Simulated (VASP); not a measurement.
# Sn (Fd-3m) in VASP: single point with HSE06

Aim: the single point of Sn with HSE06.

All numbers are computed with VASP 6.6.1; they aren't measurements. Logs are shortened: lines on timing, memory, paths and dates and some standing lists are left out, and cuts for length are marked.

## (1) The cell of the first run

The structure is cubic, space group Fd-3m (No. 227). Conventional cell: a = 6.581 Å, b = 6.581 Å, c = 6.581 Å, α = 90.00°, β = 90.00°, γ = 90.00°. Sn (site symmetry -43m) has 4 Sn at 2.85 Å within 3.8 Å.

This isn't the form of Sn at room conditions, which is tetragonal (white tin).

## (2) Single point, HSE06

POSCAR reads:

```
Sn
1.0
    0.0000000000      3.2903770428      3.2903770428
    3.2903770428      0.0000000000      3.2903770428
    3.2903770428      3.2903770428      0.0000000000
Sn
2
Direct
    0.0000000000      0.0000000000      0.0000000000
    0.2500000000      0.2500000000      0.2500000000
```

INCAR.step1 reads:

```
PREC     = Accurate       # precision mode
ENCUT    = 520            # plane-wave cutoff, eV
EDIFF    = 1E-5           # SCF threshold, eV
ISMEAR   = -1             # smearing method
SIGMA    = 0.02           # smearing width, eV
LREAL    = False          # projectors in reciprocal space
LASPH    = True           # aspherical terms in the spheres
NELM     = 100            # most SCF steps
ALGO     = Normal         # electronic algorithm
ISIF     = 2              # what is computed and relaxed
LWAVE    = True           # write WAVECAR
GGA      = PE             # functional
NBANDS   = 21             # bands
```

INCAR.step2 reads:

```
PREC     = Accurate       # precision mode
ENCUT    = 520            # plane-wave cutoff, eV
EDIFF    = 1E-7           # SCF threshold, eV
ISMEAR   = -1             # smearing method
SIGMA    = 0.02           # smearing width, eV
LREAL    = False          # projectors in reciprocal space
LASPH    = True           # aspherical terms in the spheres
NELM     = 100            # most SCF steps
ALGO     = Normal         # electronic algorithm
ISIF     = 2              # what is computed and relaxed
LWAVE    = False          # write WAVECAR
LCHARG   = True           # write CHGCAR
GGA      = PE             # functional
LHFCALC  = True           # exact exchange
HFSCREEN = 0.2079         # screening, 1/A
PRECFOCK = Normal       
LELF     = True           # ELF
LVHAR    = True         
ISTART   = 1            
NBANDS   = 21             # bands
```

KPOINTS reads:

```
regular mesh
0
Gamma
  4 4 4
```

Potentials or basis: VASP PAW PBE potentials, release 64 (Sn_d).

The run is started by

```
> cat potpaw_PBE.64/Sn_d/POTCAR > POTCAR
> cp INCAR.step1 INCAR
> mpirun -np 1 vasp_std > vasp.out
> cp INCAR.step2 INCAR
> mpirun -np 1 vasp_std > vasp.out
```

OUTCAR:

```text
PREC = Accurate
   ENCUT = 520
   EDIFF = 1E-7
   ISMEAR = -1
   LREAL = False
   LASPH = True
   NELM = 100
   ISIF = 2
   GGA = PE
   LHFCALC = True
   HFSCREEN = 0.2079
   PRECFOCK = Normal
   ISTART = 1

 ion  position               nearest neighbor table
   1  0.000  0.000  0.000-   2 2.85   2 2.85   2 2.85   2 2.85
   2  0.250  0.250  0.250-   1 2.85   1 2.85   1 2.85   1 2.85

  LATTYP: Found a face centered cubic cell.
 ALAT       =     6.5807540856

  Lattice vectors:

 A1 = (   0.0000000000,   3.2903770428,   3.2903770428)
 A2 = (   3.2903770428,   0.0000000000,   3.2903770428)
 A3 = (   3.2903770428,   3.2903770428,   0.0000000000)

Analysis of symmetry for initial positions (statically):
=====================================================================
 Subroutine PRICEL returns:
 Original cell was already a primitive cell.

 Routine SETGRP: Setting up the symmetry group for a
 face centered cubic supercell.

 Subroutine GETGRP returns: Found 48 space group operations
 (whereof 24 operations were pure point group operations)
 out of a pool of 48 trial point group operations.

The static configuration has the point symmetry T_d .
 The point group associated with its full space group is O_h .

Analysis of symmetry for dynamics (positions and initial velocities):
=====================================================================
 Subroutine PRICEL returns:
 Original cell was already a primitive cell.

 Routine SETGRP: Setting up the symmetry group for a
 face centered cubic supercell.

 Subroutine GETGRP returns: Found 48 space group operations
 (whereof 24 operations were pure point group operations)
 out of a pool of 48 trial point group operations.

The dynamic configuration has the point symmetry T_d .
 The point group associated with its full space group is O_h .

 Subroutine INISYM returns: Found 48 space group operations
 (whereof 24 operations are pure point group operations),
 and found     1 'primitive' translations

----------------------------------------------------------------------------------------

                                     Primitive cell

  volume of cell :      71.2471

  direct lattice vectors                    reciprocal lattice vectors
     0.000000000  3.290377043  3.290377043    -0.151958269  0.151958269  0.151958269
     3.290377043  0.000000000  3.290377043     0.151958269 -0.151958269  0.151958269
     3.290377043  3.290377043  0.000000000     0.151958269  0.151958269 -0.151958269

  length of vectors
     4.653295839  4.653295839  4.653295839     0.263199443  0.263199443  0.263199443

  position of ions in fractional coordinates (direct lattice)
     0.000000000  0.000000000  0.000000000
     0.250000000  0.250000000  0.250000000

  ion indices of the primitive-cell ions
   primitive index   ion index
                 1           1
                 2           2

----------------------------------------------------------------------------------------

 KPOINTS: regular mesh

Automatic generation of k-mesh.
 Grid dimensions read from file:
 generate k-points for:    4    4    4

 Generating k-lattice:

  Cartesian coordinates                     Fractional coordinates (reciprocal lattice)
    -0.037989567  0.037989567  0.037989567     0.250000000  0.000000000  0.000000000
     0.037989567 -0.037989567  0.037989567     0.000000000  0.250000000  0.000000000
     0.037989567  0.037989567 -0.037989567     0.000000000  0.000000000  0.250000000

  Length of vectors
     0.065799861  0.065799861  0.065799861

  Shift w.r.t. Gamma in fractional coordinates (k-lattice)
     0.000000000  0.000000000  0.000000000

 Subroutine IBZKPT returns following result:
 ===========================================

 Found      8 irreducible k-points:

 Following reciprocal coordinates:
            Coordinates               Weight
  0.000000  0.000000  0.000000      1.000000
  0.250000  0.000000  0.000000      8.000000
  0.500000  0.000000  0.000000      4.000000
  0.250000  0.250000  0.000000      6.000000
  0.500000  0.250000  0.000000     24.000000
 -0.250000  0.250000  0.000000     12.000000
  0.500000  0.500000  0.000000      3.000000
 -0.250000  0.500000  0.250000      6.000000
   k-points           NKPTS =      8   k-points in BZ     NKDIM =     64   number of bands    NBANDS=     21
   number of dos      NEDOS =    301   number of ions     NIONS =      2
   total plane-waves  NPLWV =  46656
   dimension x,y,z NGX =    36 NGY =   36 NGZ =   36
   dimension x,y,z NGXF=    72 NGYF=   72 NGZF=   72
   ions per type =               2
   NGX,Y,Z   is equivalent  to a cutoff of  12.86, 12.86, 12.86 a.u.
   NGXF,Y,Z  is equivalent  to a cutoff of  25.72, 25.72, 25.72 a.u.
 SYSTEM =  unknown system
   PREC   = accura    normal or accurate (medium, high low for compatibility)
   ISTART =      1    job   : 0-new  1-cont  2-samecut
   ICHARG =      0    charge: 1-file 2-atom 10-const
   ISPIN  =      1    spin polarized calculation?
   LNONCOLLINEAR =      F non collinear calculations
   LSORBIT =      F    spin-orbit coupling
   LASPH  =      T    aspherical Exc in radial PAW
   ENCUT  =  520.0 eV  38.22 Ry    6.18 a.u.   8.65  8.65  8.65*2*pi/ulx,y,z
   NELM   =    100;   NELMIN=  2; NELMDL=  0     # of ELM steps
   EDIFF  = 0.1E-06   stopping-criterion for ELM
   LREAL  =      F    real-space projection
   EDIFFG = 0.1E-05   stopping-criterion for IOM
   NSW    =      0    number of steps for IOM
   IBRION =     -1    ionic relax: 0-MD 1-quasi-New 2-CG
   NFREE  =      0    steps in history (QN), initial steepest desc. (CG)
   ISIF   =      2    stress and relaxation
   ISYM   =      3    0-nonsym 1-usesym 2-fastsym
   POTIM  = 0.5000    time-step for ionic-motion
   TEBEG  =    0.0;   TEEND  =   0.0 temperature during run
   PSTRESS=    0.0 pullay stress
   NELECT =      28.0000    total number of electrons
   NUPDOWN=      -1.0000    fix difference up-down
   EMIN   =  10.00;   EMAX   =-10.00  energy-range for DOS
   EFERMI =   0.00;   METHOD = LEGACY
   ISMEAR =    -1;   SIGMA  =   0.02  broadening in eV -4-tet -1-fermi 0-gaus
   EFERMI_NEDOS =   21; number of points for ismear=-14 and -15
   IALGO  =     38    algorithm
   IMIX   =      1    mixing-type and parameters
     AMIX     =   0.40;   BMIX     =  1.00
     AMIX_MAG =   1.60;   BMIX_MAG =  1.00
  volume/ion in A,a.u.               =      35.62       240.40
  Fermi-wavevector in a.u.,A,eV,Ry     =   1.199145  2.266056 19.564493  1.437950
  Thomas-Fermi vector in A             =   2.335016
   LORBIT       =      0    0 simple, 1 ext, 2 COOP (PROOUT), +10 PAW based schemes
   GGA     = PE    functional components
   LHFCALC =     T    Hartree Fock is set to
   PRECFOCK=normal    Normal, Fast or Accurate (Low or Medium for compatibility)
   ENCUT4O =  -1.0   cutoff for four orbital integrals eV
   NKREDX  =     1    reduce k-point grid by
   NKREDY  =     1    reduce k-point grid by
   NKREDZ  =     1    reduce k-point grid by
   AEXX    =    0.2500 exact exchange contribution
   HFSCREEN=    0.2079 screening length (either q_TF or 0.3 A-1)
   HFSCREENC=   0.2079 screening length for correlation (either q_TF or 0.3 A-1)
   ENCUTFOCK=  -1.0 apply spherical cutoff to Coloumb kernel
   IVDW    =     0    specifies the selected vdW correction
   LEPSILON=     F    determine dielectric tensor
   LRPA    =     F    only Hartree local field effects (RPA)
 non-spin polarized calculation
  energy-cutoff  :      520.00
  volume of cell :       71.25
 maximum number of plane-waves:      1928
 NGX is ok and might be reduce to    36
  NGX = 28; NGY = 28; NGZ = 28

 number of electron      27.9999986 magnetization

 Free energy of the ion-electron system (eV)
  ---------------------------------------------------
  ext. energy  EPLUGINS =         0.00000000
  ---------------------------------------------------
  free energy    TOTEN  =        -8.87135974 eV

  energy without entropy =       -8.87016627  energy(sigma->0) =       -8.87076300

 E-fermi :   5.0615     XC(G=0):  -7.2517

 val. band max:        5.0476327474   @ k =   0.0000   0.0000   0.0000
 cond. band min:       5.3619267691   @ k =   0.5000   0.0000   0.0000
 fundamental gap:      0.3142940216
 Fermi energy:         5.0614944100

 k-point     1 :       0.0000    0.0000    0.0000
  band No.  band energies     occupation
      1     -18.7375      2.00000
      2     -18.7375      2.00000
      3     -18.7375      2.00000
      4     -18.6840      2.00000
      5     -18.6840      2.00000
      6     -18.3976      2.00000
[... 13 lines left out ...]
     20      13.5296      0.00000
     21      13.5296      0.00000

 k-point     2 :       0.2500    0.0000    0.0000
  band No.  band energies     occupation
      1     -18.7620      2.00000
      2     -18.7620      2.00000
      3     -18.7259      2.00000
      4     -18.6466      2.00000
      5     -18.6466      2.00000
      6     -18.4370      2.00000
[... 13 lines left out ...]
     20      12.4611      0.00000
     21      12.4611      0.00000

 k-point     3 :       0.5000    0.0000    0.0000
  band No.  band energies     occupation
      1     -18.7722      2.00000
      2     -18.7722      2.00000
      3     -18.7135      2.00000
      4     -18.6272      2.00000
      5     -18.6272      2.00000
      6     -18.4510      2.00000
[... 13 lines left out ...]
     20      14.4821      0.00000
     21      14.5647      0.00000

 k-point     4 :       0.2500    0.2500    0.0000
  band No.  band energies     occupation
      1     -18.7641      2.00000
      2     -18.7641      2.00000
      3     -18.7413      2.00000
      4     -18.6397      2.00000
      5     -18.5936      2.00000
      6     -18.5163      2.00000
[... 13 lines left out ...]
     20      13.6309      0.00000
     21      14.2648      0.00000

 k-point     5 :       0.5000    0.2500    0.0000
  band No.  band energies     occupation
      1     -18.7995      2.00000
      2     -18.7810      2.00000
      3     -18.6833      2.00000
      4     -18.5933      2.00000
      5     -18.5666      2.00000
      6     -18.5412      2.00000
[... 13 lines left out ...]
     20      14.7385      0.00000
     21      14.8969      0.00000

 k-point     6 :      -0.2500    0.2500    0.0000
  band No.  band energies     occupation
      1     -18.7935      2.00000
      2     -18.7825      2.00000
      3     -18.6779      2.00000
      4     -18.6246      2.00000
      5     -18.5902      2.00000
      6     -18.4927      2.00000
[... 13 lines left out ...]
     20      13.2994      0.00000
     21      15.1010      0.00000

 k-point     7 :       0.5000    0.5000    0.0000
  band No.  band energies     occupation
      1     -18.7866      2.00000
      2     -18.7866      2.00000
      3     -18.6608      2.00000
      4     -18.6608      2.00000
      5     -18.5339      2.00000
      6     -18.5339      2.00000
[... 13 lines left out ...]
     20      14.9480      0.00000
     21      16.0338      0.00000

 k-point     8 :      -0.2500    0.5000    0.2500
  band No.  band energies     occupation
      1     -18.8028      2.00000
      2     -18.8028      2.00000
      3     -18.6077      2.00000
      4     -18.6077      2.00000
      5     -18.5420      2.00000
      6     -18.5420      2.00000
[... 13 lines left out ...]
     20      14.7246      0.00000
     21      15.9338      0.00000

------------------------ aborting loop because EDIFF is reached ----------------------------------------

  FORCE on cell =-STRESS in cart. coord.  units (eV):
  Direction    XX          YY          ZZ          XY          YZ          ZX
  --------------------------------------------------------------------------------------
  -------------------------------------------------------------------------------------
  Total       -0.0180908     -0.0180908     -0.0180908      0.0000000      0.0000000      0.0000000
  in kB       -0.4068186     -0.4068186     -0.4068186      0.0000000      0.0000000      0.0000000
  external PRESSURE =      -0.4068186 kB  Pullay stress =       0.0000000 kB

 VOLUME and BASIS-vectors are now :
 -----------------------------------------------------------------------------
  energy-cutoff  :      520.00
  volume of cell :       71.25
      direct lattice vectors                 reciprocal lattice vectors
     0.000000000  3.290377043  3.290377043    -0.151958269  0.151958269  0.151958269
     3.290377043  0.000000000  3.290377043     0.151958269 -0.151958269  0.151958269
     3.290377043  3.290377043  0.000000000     0.151958269  0.151958269 -0.151958269

 POSITION                                       TOTAL-FORCE (eV/Angst)
 -----------------------------------------------------------------------------------
      0.00000      0.00000      0.00000         0.000000      0.000000      0.000000
      1.64519      1.64519      1.64519        -0.000000     -0.000000     -0.000000
 -----------------------------------------------------------------------------------
    total drift:                                0.000000     -0.000000     -0.000000

  FREE ENERGIE OF THE ION-ELECTRON SYSTEM (eV)
  ---------------------------------------------------
  free  energy   TOTEN  =        -8.8713597416 eV

  energy  without entropy=       -8.8701662651  energy(sigma->0) =       -8.87076300
```

Run time: 22 min. Hardware: 1 thread of AMD EPYC 7R13 (Zen 3), shared host; peak memory 0.29 GiB.

Results:

| Quantity | Value |
| --- | --- |
| Free energy | -8.8714 eV |
| Pressure | 0.0 GPa |
| Band gap on the k mesh | zero (filled and empty bands touch) |

Caveat: the k points lie up to 0.41 Å⁻¹ apart; the PAW data sets were made with another functional, which shifts forces and pressure a little; spin-orbit coupling is left out, which moves the levels of the heavy elements.
